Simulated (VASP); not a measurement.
# CdSe (F-43m) in VASP: a series of runs

Runs on CdSe. Level: PBE. Tasks: electric field gradients.

Everything below comes from runs of VASP 6.6.1. Logs are shortened: lines on timing, memory, paths and dates and some standing lists are left out, and cuts for length are marked.

### Step 1. The cell of the first run

Symmetry: F-43m, No. 216, cubic system. Conventional cell: a = 6.016 Å, b = 6.016 Å, c = 6.016 Å, α = 90.00°, β = 90.00°, γ = 90.00°. Cd (site symmetry -43m) has 4 Se at 2.61 Å within 3.4 Å. Within 3.4 Å of Se (site symmetry -43m) lie 4 Cd at 2.61 Å.

### Step 2. Electric field gradients, PBE (volume scaled by 0.9405)

Input file INCAR:

```
SYSTEM = CdSe
PREC = Accurate ; ENCUT = 520
EDIFF = 1E-8 ; ISMEAR = -1
SIGMA = 0.03 ; LREAL = .False.
LASPH = .True. ; NELM = 80
ALGO = Normal ; ISIF = 2
LWAVE = .False. ; LCHARG = .False.
GGA = PE ; LEFG = .True.
NBANDS = 16
```

Input file KPOINTS:

```
Automatic mesh
0
Gamma
  8 8 8
  0 0 0
```

Input file POSCAR:

```
CdSe
1.0
    0.0000000000      3.0081281831      3.0081281831
    3.0081281831      0.0000000000      3.0081281831
    3.0081281831      3.0081281831      0.0000000000
Cd Se
1 1
Direct
    0.0000000000      0.0000000000      0.0000000000
    0.2500000000      0.2500000000      0.2500000000
```

Potentials or basis: VASP PAW PBE potentials, release 64 (Cd, Se).

The run is started by

```console
$ cat potpaw_PBE.64/Cd/POTCAR potpaw_PBE.64/Se/POTCAR > POTCAR
$ mpirun -np 1 vasp_std > vasp.out
```

OUTCAR:

```text
SYSTEM = CdSe
   PREC = Accurate
   ENCUT = 520
   EDIFF = 1E-8
   ISMEAR = -1
   LREAL = .False.
   LASPH = .True.
   NELM = 80
   ISIF = 2
   GGA = PE

 ion  position               nearest neighbor table
   1  0.000  0.000  0.000-   2 2.61   2 2.61   2 2.61   2 2.61
   2  0.250  0.250  0.250-   1 2.61   1 2.61   1 2.61   1 2.61

  LATTYP: Found a face centered cubic cell.
 ALAT       =     6.0162563662

  Lattice vectors:

 A1 = (   0.0000000000,   3.0081281831,   3.0081281831)
 A2 = (   3.0081281831,   0.0000000000,   3.0081281831)
 A3 = (   3.0081281831,   3.0081281831,   0.0000000000)

Analysis of symmetry for initial positions (statically):
=====================================================================
 Subroutine PRICEL returns:
 Original cell was already a primitive cell.

 Routine SETGRP: Setting up the symmetry group for a
 face centered cubic supercell.

 Subroutine GETGRP returns: Found 24 space group operations
 (whereof 24 operations were pure point group operations)
 out of a pool of 48 trial point group operations.

The static configuration has the point symmetry T_d .

Analysis of symmetry for dynamics (positions and initial velocities):
=====================================================================
 Subroutine PRICEL returns:
 Original cell was already a primitive cell.

 Routine SETGRP: Setting up the symmetry group for a
 face centered cubic supercell.

 Subroutine GETGRP returns: Found 24 space group operations
 (whereof 24 operations were pure point group operations)
 out of a pool of 48 trial point group operations.

The dynamic configuration has the point symmetry T_d .

 Subroutine INISYM returns: Found 24 space group operations
 (whereof 24 operations are pure point group operations),
 and found     1 'primitive' translations

----------------------------------------------------------------------------------------

                                     Primitive cell

  volume of cell :      54.4401

  direct lattice vectors                    reciprocal lattice vectors
     0.000000000  3.008128183  3.008128183    -0.166216321  0.166216321  0.166216321
     3.008128183  0.000000000  3.008128183     0.166216321 -0.166216321  0.166216321
     3.008128183  3.008128183  0.000000000     0.166216321  0.166216321 -0.166216321

  length of vectors
     4.254135674  4.254135674  4.254135674     0.287895113  0.287895113  0.287895113

  position of ions in fractional coordinates (direct lattice)
     0.000000000  0.000000000  0.000000000
     0.250000000  0.250000000  0.250000000

  ion indices of the primitive-cell ions
   primitive index   ion index
                 1           1
                 2           2

----------------------------------------------------------------------------------------

 KPOINTS: Automatic mesh

Automatic generation of k-mesh.
 Grid dimensions read from file:
 generate k-points for:    8    8    8

 Generating k-lattice:

  Cartesian coordinates                     Fractional coordinates (reciprocal lattice)
    -0.020777040  0.020777040  0.020777040     0.125000000  0.000000000  0.000000000
     0.020777040 -0.020777040  0.020777040     0.000000000  0.125000000  0.000000000
     0.020777040  0.020777040 -0.020777040     0.000000000  0.000000000  0.125000000

  Length of vectors
     0.035986889  0.035986889  0.035986889

  Shift w.r.t. Gamma in fractional coordinates (k-lattice)
     0.000000000  0.000000000  0.000000000

 Subroutine IBZKPT returns following result:
 ===========================================

 Found     29 irreducible k-points:

 Following reciprocal coordinates:
            Coordinates               Weight
  0.000000  0.000000  0.000000      1.000000
  0.125000  0.000000  0.000000      8.000000
  0.250000  0.000000  0.000000      8.000000
  0.375000  0.000000  0.000000      8.000000
  0.500000  0.000000  0.000000      4.000000
  0.125000  0.125000  0.000000      6.000000
[... 16 lines left out ...]
  0.500000  0.250000  0.125000     48.000000
 -0.375000  0.250000  0.125000     24.000000
 [... further k-points ...]
   k-points           NKPTS =     29   k-points in BZ     NKDIM =     29   number of bands    NBANDS=     16
   number of dos      NEDOS =    301   number of ions     NIONS =      2
   total plane-waves  NPLWV =  32768
   dimension x,y,z NGX =    32 NGY =   32 NGZ =   32
   dimension x,y,z NGXF=    64 NGYF=   64 NGZF=   64
   ions per type =               1   1
   NGX,Y,Z   is equivalent  to a cutoff of  12.51, 12.51, 12.51 a.u.
   NGXF,Y,Z  is equivalent  to a cutoff of  25.01, 25.01, 25.01 a.u.
 SYSTEM =  CdSe
   PREC   = accura    normal or accurate (medium, high low for compatibility)
   ISTART =      0    job   : 0-new  1-cont  2-samecut
   ICHARG =      2    charge: 1-file 2-atom 10-const
   ISPIN  =      1    spin polarized calculation?
   LNONCOLLINEAR =      F non collinear calculations
   LSORBIT =      F    spin-orbit coupling
   LASPH  =      T    aspherical Exc in radial PAW
   ENCUT  =  520.0 eV  38.22 Ry    6.18 a.u.   7.91  7.91  7.91*2*pi/ulx,y,z
   NELM   =     80;   NELMIN=  2; NELMDL= -5     # of ELM steps
   EDIFF  = 0.1E-07   stopping-criterion for ELM
   LREAL  =      F    real-space projection
   EDIFFG = 0.1E-06   stopping-criterion for IOM
   NSW    =      0    number of steps for IOM
   IBRION =     -1    ionic relax: 0-MD 1-quasi-New 2-CG
   NFREE  =      0    steps in history (QN), initial steepest desc. (CG)
   ISIF   =      2    stress and relaxation
   ISYM   =      2    0-nonsym 1-usesym 2-fastsym
   POTIM  = 0.5000    time-step for ionic-motion
   TEBEG  =    0.0;   TEEND  =   0.0 temperature during run
   PSTRESS=    0.0 pullay stress
   NELECT =      18.0000    total number of electrons
   NUPDOWN=      -1.0000    fix difference up-down
   EMIN   =  10.00;   EMAX   =-10.00  energy-range for DOS
   EFERMI =   0.00;   METHOD = LEGACY
   ISMEAR =    -1;   SIGMA  =   0.03  broadening in eV -4-tet -1-fermi 0-gaus
   EFERMI_NEDOS =   21; number of points for ismear=-14 and -15
   IALGO  =     38    algorithm
   IMIX   =      4    mixing-type and parameters
     AMIX     =   0.40;   BMIX     =  1.00
     AMIX_MAG =   1.60;   BMIX_MAG =  1.00
  volume/ion in A,a.u.               =      27.22       183.69
  Fermi-wavevector in a.u.,A,eV,Ry     =   1.132034  2.139233 17.435868  1.281500
  Thomas-Fermi vector in A             =   2.268734
   LORBIT       =      0    0 simple, 1 ext, 2 COOP (PROOUT), +10 PAW based schemes
   GGA     = PE    functional components
   LHFCALC =     F    Hartree Fock is set to
   AEXX    =    0.0000 exact exchange contribution
   IVDW    =     0    specifies the selected vdW correction
   LEPSILON=     F    determine dielectric tensor
   LRPA    =     F    only Hartree local field effects (RPA)
 non-spin polarized calculation
  energy-cutoff  :      520.00
  volume of cell :       54.44
 maximum number of plane-waves:      1480
   NGX = 15   NGY = 15   NGZ = 15

 number of electron      17.9999993 magnetization

 Free energy of the ion-electron system (eV)
  ---------------------------------------------------
  ext. energy  EPLUGINS =         0.00000000
  ---------------------------------------------------
  free energy    TOTEN  =        -5.41946365 eV

  energy without entropy =       -5.41946359  energy(sigma->0) =       -5.41946362

 E-fermi :   1.5659     XC(G=0):  -9.0358

 val. band max:        1.2096428844   @ k =   0.0000   0.0000   0.0000
 cond. band min:       1.8871166203   @ k =   0.0000   0.0000   0.0000
 fundamental gap:      0.6774737358
 Fermi energy:         1.5658519208

 k-point     1 :       0.0000    0.0000    0.0000
  band No.  band energies     occupation
      1     -11.5751      2.00000
      2      -6.8428      2.00000
      3      -6.8428      2.00000
      4      -6.8428      2.00000
      5      -6.4313      2.00000
      6      -6.4313      2.00000
[... 8 lines left out ...]
     15      12.3842      0.00000
     16      12.3842      0.00000

 k-point     2 :       0.1250    0.0000    0.0000
  band No.  band energies     occupation
      1     -11.5173      2.00000
      2      -6.8239      2.00000
      3      -6.8239      2.00000
      4      -6.7933      2.00000
      5      -6.4324      2.00000
      6      -6.4324      2.00000
[... 8 lines left out ...]
     15      11.5843      0.00000
     16      11.8337      0.00000

 k-point     3 :       0.2500    0.0000    0.0000
  band No.  band energies     occupation
      1     -11.3757      2.00000
      2      -6.7828      2.00000
      3      -6.7828      2.00000
      4      -6.6209      2.00000
      5      -6.4292      2.00000
      6      -6.4292      2.00000
[... 8 lines left out ...]
     15      11.3379      0.00000
     16      11.3988      0.00000

 k-point     4 :       0.3750    0.0000    0.0000
  band No.  band energies     occupation
      1     -11.2323      2.00000
      2      -6.7503      2.00000
      3      -6.7503      2.00000
      4      -6.4150      2.00000
      5      -6.4150      2.00000
      6      -6.3177      2.00000
[... 8 lines left out ...]
     15      12.2556      0.00000
     16      12.2556      0.00000

 k-point     5 :       0.5000    0.0000    0.0000
  band No.  band energies     occupation
      1     -11.1727      2.00000
      2      -6.7399      2.00000
      3      -6.7399      2.00000
      4      -6.4053      2.00000
      5      -6.4053      2.00000
      6      -6.1106      2.00000
[... 8 lines left out ...]
     15      13.4695      0.00000
     16      13.4695      0.00000

 k-point     6 :       0.1250    0.1250    0.0000
  band No.  band energies     occupation
      1     -11.4981      2.00000
      2      -6.8058      2.00000
      3      -6.8058      2.00000
      4      -6.8008      2.00000
      5      -6.4440      2.00000
      6      -6.4219      2.00000
[... 8 lines left out ...]
     15      12.3752      0.00000
     16      12.5158      0.00000
[... 267 lines left out ...]
 k-point    21 :       0.5000    0.5000    0.0000
  band No.  band energies     occupation
      1     -11.0461      2.00000
      2      -6.6420      2.00000
      3      -6.5545      2.00000
      4      -6.5545      2.00000
      5      -6.3667      2.00000
      6      -6.0416      2.00000
[... 8 lines left out ...]
     15      13.6625      0.00000
     16      14.7034      0.00000

 k-point    22 :       0.3750    0.2500    0.1250
  band No.  band energies     occupation
      1     -11.2709      2.00000
      2      -6.7382      2.00000
      3      -6.7163      2.00000
      4      -6.5629      2.00000
      5      -6.4239      2.00000
      6      -6.3828      2.00000
[... 8 lines left out ...]
     15      12.8522      0.00000
     16      14.1120      0.00000

 k-point    23 :       0.5000    0.2500    0.1250
  band No.  band energies     occupation
      1     -11.1572      2.00000
      2      -6.7066      2.00000
      3      -6.6870      2.00000
      4      -6.4844      2.00000
      5      -6.4075      2.00000
      6      -6.1792      2.00000
[... 8 lines left out ...]
     15      13.2524      0.00000
     16      13.9443      0.00000

 k-point    24 :      -0.3750    0.2500    0.1250
  band No.  band energies     occupation
      1     -11.1103      2.00000
      2      -6.7012      2.00000
      3      -6.6733      2.00000
      4      -6.4540      2.00000
      5      -6.4138      2.00000
      6      -6.0152      2.00000
[... 8 lines left out ...]
     15      12.9849      0.00000
     16      13.9737      0.00000

 [... further k-points ...]
[... 5 lines left out ...]
  --------------------------------------------------------------------------------------
  -------------------------------------------------------------------------------------
  Total        1.7787574      1.7787574      1.7787574      0.0000000     -0.0000000      0.0000000
  in kB       52.3489872     52.3489872     52.3489872      0.0000000     -0.0000000      0.0000000
  external PRESSURE =      52.3489872 kB  Pullay stress =       0.0000000 kB

 VOLUME and BASIS-vectors are now :
 -----------------------------------------------------------------------------
  energy-cutoff  :      520.00
  volume of cell :       54.44
      direct lattice vectors                 reciprocal lattice vectors
     0.000000000  3.008128183  3.008128183    -0.166216321  0.166216321  0.166216321
     3.008128183  0.000000000  3.008128183     0.166216321 -0.166216321  0.166216321
     3.008128183  3.008128183  0.000000000     0.166216321  0.166216321 -0.166216321

 POSITION                                       TOTAL-FORCE (eV/Angst)
 -----------------------------------------------------------------------------------
      0.00000      0.00000      0.00000         0.000000      0.000000      0.000000
      1.50406      1.50406      1.50406        -0.000000     -0.000000     -0.000000
 -----------------------------------------------------------------------------------
    total drift:                               -0.000000     -0.000000     -0.000000

  FREE ENERGIE OF THE ION-ELECTRON SYSTEM (eV)
  ---------------------------------------------------
  free  energy   TOTEN  =        -5.4194636526 eV

  energy  without entropy=       -5.4194635874  energy(sigma->0) =       -5.41946362

 Electric field gradients (V/A^2)
---------------------------------------------------------------------
 ion       V_xx      V_yy      V_zz      V_xy      V_xz      V_yz
---------------------------------------------------------------------
   1       0.000     0.000     0.000    -0.000    -0.000    -0.000
   2      -0.000    -0.000     0.000    -0.000    -0.000    -0.000
---------------------------------------------------------------------

 Electric field gradients after diagonalization (V/A^2)
 (convention: |V_zz| > |V_xx| > |V_yy|)
----------------------------------------------------------------------
 ion       V_xx      V_yy      V_zz     asymmetry (V_yy - V_xx)/ V_zz
----------------------------------------------------------------------
   1       0.000     0.000    -0.001       0.000
   2       0.000     0.000    -0.000       0.000
----------------------------------------------------------------------

           NMR quadrupolar parameters

 Cq : quadrupolar parameter    Cq=e*Q*V_zz/h
 eta: asymmetry parameters     (V_yy - V_xx)/ V_zz
 Q  : nuclear electric quadrupole moment in mb (millibarn)
----------------------------------------------------------------------
 ion       Cq(MHz)       eta       Q (mb)
----------------------------------------------------------------------
   1      -0.000       0.000       1.000
   2      -0.000       0.000       1.000
----------------------------------------------------------------------
```

Wall time 18 s (1 thread of AMD EPYC 9R45 (Zen 5), shared host); peak memory 0.16 GiB.

What came out:

| Quantity | Value |
| --- | --- |
| Free energy | -5.4195 eV |
| Pressure | 5.2 GPa |
| Band gap on the k mesh | 0.68 eV, direct |

Caveat: without QUAD_EFG the Cq values of the log hold for a quadrupole moment of 1 mb, not for the nuclei.

[end of part 1 of 2]
